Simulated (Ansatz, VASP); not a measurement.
# Two plane-wave programs on TiN

File INCAR:

```
PREC = Accurate
ENCUT = 520
EDIFF = 1E-6
ISMEAR = 0
SIGMA = 0.1
LREAL = F
LASPH = T
NELM = 80
ALGO = Normal
ISIF = 2
LWAVE = F
LCHARG = F
GGA = PE
NBANDS = 16
```

KPOINTS

```
regular mesh
0
Gamma
  18 18 18
```

File POSCAR:

```
TiN
1.0
    0.0000000000      2.1650105459      2.1650105459
    2.1650105459      0.0000000000      2.1650105459
    2.1650105459      2.1650105459      0.0000000000
Ti N
1 1
Direct
    0.0000000000      0.0000000000      0.0000000000
    0.5000000000      0.5000000000      0.5000000000
```

Input for Ansatz:

```yaml
crystal:
  lattice:
    - [0.0, 2.1650105458, 2.1650105458]
    - [2.1650105458, 0.0, 2.1650105458]
    - [2.1650105458, 2.1650105458, 0.0]
  atoms:
    - { symbol: Ti, position: [0.0, 0.0, 0.0] }
    - { symbol: "N", position: [0.5, 0.5, 0.5] }
basis:
  ecutwfc: 420
kpoints:
  mp_grid: { grid: [18, 18, 18] }
hamiltonian:
  xc: pbe
scf:
  occupations: { method: gaussian, width: 0.1 }
output:
  forces: true
  stress: true
  eigenvalues: true
```

Alike in both runs: task single point; functional PBE; k mesh 18 × 18 × 18; occupations gaussian, width 0.1 eV; no spin polarisation.

|  | VASP | Ansatz |
| --- | --- | --- |
| version | VASP 6.6.1 | Ansatz 0.2.0 |
| potentials or method | VASP PAW PBE potentials, release 64 (Ti_sv, N), cutoff 520 eV | scalar-relativistic, plane waves, PAW |
| valence electrons in the cell | 17 | 17 |

Ansatz gave:

- gap on the k mesh at the Fermi level (eV): none
- pressure (GPa): -14.2

Task: Which values does VASP return?

Result: gap on the k mesh at the Fermi level (eV): none; pressure (GPa): -13.9.

A gap of «none» marks a metal or a gap that the smearing closes.
